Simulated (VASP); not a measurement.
A run of VASP 6.6.1 is set up as follows.

Contents of INCAR:

```
  ALGO = All
  EDIFF = 1E-6
  ENCUT = 690
  GGA = PS
  GGA_COMPAT = F
  ISEARCH = 1
  ISIF = 2
  ISMEAR = -1
  KPAR = 4
  LASPH = T
  LCHARG = F
  LMAXMIX = 6
  LREAL = F
  LWAVE = F
  NBANDS = 56
  NELM = 300
  PREC = Accurate
  SIGMA = 0.1
```

Contents of KPOINTS:

```
k-points
0
Gamma
  9 9 3
```

POSCAR

```
Yb
1.0
    3.5837965759      0.0000000000      0.0000000000
   -1.7918982879      3.1036588767      0.0000000000
    0.0000000000      0.0000000000     11.6992609878
Yb
4
Direct
    1.0000000000      0.0000000000      1.0000000000
    0.0000000000      0.0000000000      0.5000000000
    0.3333333333      0.6666666667      0.2500000000
    0.6666666667      0.3333333333      0.7500000000
```

Potentials or basis: VASP PAW PBE potentials, release 64 (Yb).

Launch:

```bash
$ cat potpaw_PBE.64/Yb/POTCAR > POTCAR
$ mpirun -np 4 vasp_std > vasp.out
```

Problem. Estimate the pressure.

Solution. -0.4 GPa.

Problem. Predict the band gap on the k mesh.

Solution. Zero (bands 48 and 49 overlap by 0.19 eV).

Caveat: the PAW data sets were made with another functional, which shifts forces and pressure a little; spin-orbit coupling is left out, which moves the levels of the heavy elements. Spin polarisation is off, so any magnetic state and its effect on volume and gap are missing.
